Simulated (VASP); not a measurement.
Write the native input for VASP 6.6.1 that does the following.

| Quantity | Value |
| --- | --- |
| Task | electric field gradients |
| Functional | PBE |
| Potentials or basis | VASP PAW PBE potentials, release 64 (Ti_sv, O) |
| Cutoff | 520 eV |
| k mesh | 7 × 6 × 7 |
| Occupations | fermi-dirac, width 0.02 eV |
| Spin | no spin polarisation |
| Dipole correction | no |
| Further INCAR settings | ALGO = Normal; EDIFF = 1e-08; NBANDS = 60 |

The structure of TiO2 lies in POSCAR:

```
TiO2
1.0
    4.5890000000      0.0000000000      0.0000000000
    0.0000000000      4.8490000000      0.0000000000
   -0.7081993865      0.0000000000      4.6827502206
Ti O
4 8
Direct
    0.3090000000      0.0450000000      0.2180000000
    0.6910000000      0.5450000000      0.2820000000
    0.6910000000      0.9550000000      0.7820000000
    0.3090000000      0.4550000000      0.7180000000
    0.0560000000      0.3470000000      0.2820000000
    0.9440000000      0.8470000000      0.2180000000
    0.9440000000      0.6530000000      0.7180000000
    0.0560000000      0.1530000000      0.7820000000
    0.4250000000      0.7270000000      0.4630000000
    0.5750000000      0.2270000000      0.0370000000
    0.5750000000      0.2730000000      0.5370000000
    0.4250000000      0.7730000000      0.9630000000
```

One way to write it, as run:

INCAR

```
ALGO = Normal
EDIFF = 1E-8
ENCUT = 520
GGA = PE
ISIF = 2
ISMEAR = -1
LASPH = T
LCHARG = F
LEFG = T
LREAL = F
LWAVE = F
NBANDS = 60
NELM = 80
PREC = Accurate
SIGMA = 0.02
```

KPOINTS

```
k-points
0
Gamma
  7 6 7
```

Potentials or basis: VASP PAW PBE potentials, release 64 (Ti_sv, O).

Run with:

```console
$ cat potpaw_PBE.64/Ti_sv/POTCAR potpaw_PBE.64/O/POTCAR > POTCAR
$ mpirun -np 1 vasp_std > vasp.out
```

It gave:

```yaml
Pressure: 34.7 GPa
Largest_force: 6.005 eV/Å
Band_gap_on_the_k_mesh: 1.22 eV (least direct gap 1.24 eV)
Largest_electric_field_gradient_by_atom: Ti +79.0; O +37.7, +28.1 (each value once) V/Å²
```

Caveat: the cell stands under pressure; without QUAD_EFG the Cq values of the log hold for a quadrupole moment of 1 mb, not for the nuclei; an odd mesh through Γ misses points on the zone boundary, where band edges can lie; forces of over 1 eV/Å act on the atoms, so gaps and moduli don't describe the material at rest.

Run time: 22 min on 1 thread of Oxide Virtual Turin-like Processor, with other jobs on the host, peak memory 0.48 GiB.
